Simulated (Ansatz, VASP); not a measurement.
One calculation of LiH, two programs

INCAR

```
SYSTEM = LiH
  PREC = Accurate
  ENCUT = 520
  EDIFF = 1E-7
  ISMEAR = 0
  SIGMA = 0.05
  LREAL = .FALSE.
  LASPH = .TRUE.
  NELM = 100
  ALGO = Normal
  ISIF = 2
  LWAVE = .FALSE.
  LCHARG = .TRUE.
  GGA = PE
  LELF = .TRUE.
  LVHAR = .TRUE.
  NBANDS = 9
```

KPOINTS

```
Automatic mesh
0
G
  10 10 10
  0 0 0
```

Contents of POSCAR:

```
LiH
1.0
    0.0000000000      1.9715250000      2.0325000000
    1.9715250000      0.0000000000      2.0325000000
    1.9715250000      1.9715250000      0.0000000000
Li H
1 1
Direct
    0.0000000000      0.0000000000      0.0000000000
    0.5000000000      0.5000000000      0.5000000000
```

Input for Ansatz:

```yaml
crystal:
  lattice:
    - [0.0, 1.971525, 2.0325]
    - [1.971525, 0.0, 2.0325]
    - [1.971525, 1.971525, 0.0]
  atoms:
    - { symbol: Li, position: [0.0, 0.0, 0.0] }
    - { symbol: H, position: [0.5, 0.5, 0.5] }
basis:
  ecutwfc: 420
kpoints:
  mp_grid: { grid: [10, 10, 10] }
hamiltonian:
  xc: pbe
scf:
  occupations: { method: gaussian, width: 0.05 }
output:
  forces: true
  stress: true
  eigenvalues: true
```

Change from the starting cell: strain -0.0300 x Voigt [1, 1, 0, 0, 0, 0], atoms carried along.

Alike in both runs: task single point; functional PBE; k mesh 10 × 10 × 10; occupations gaussian, width 0.05 eV; no spin polarisation.

```csv
,VASP,Ansatz
version,VASP 6.6.1,Ansatz 0.2.0
potentials or method,"VASP PAW PBE potentials, release 64 (Li_sv, H), cutoff 520 eV","scalar-relativistic, plane waves, PAW"
valence electrons in the cell,4,4
```

```csv
,VASP,Ansatz,Ansatz less VASP
gap on the k mesh at the Fermi level (eV),2.62,2.62,+0.007
least direct gap on the mesh (eV),2.85,2.86,+0.008
```

The functional is the same, so the differences come from potentials, cutoffs and numerics.

Noted on VASP's run: the cutoff is short for stress, so the pressure is rough.
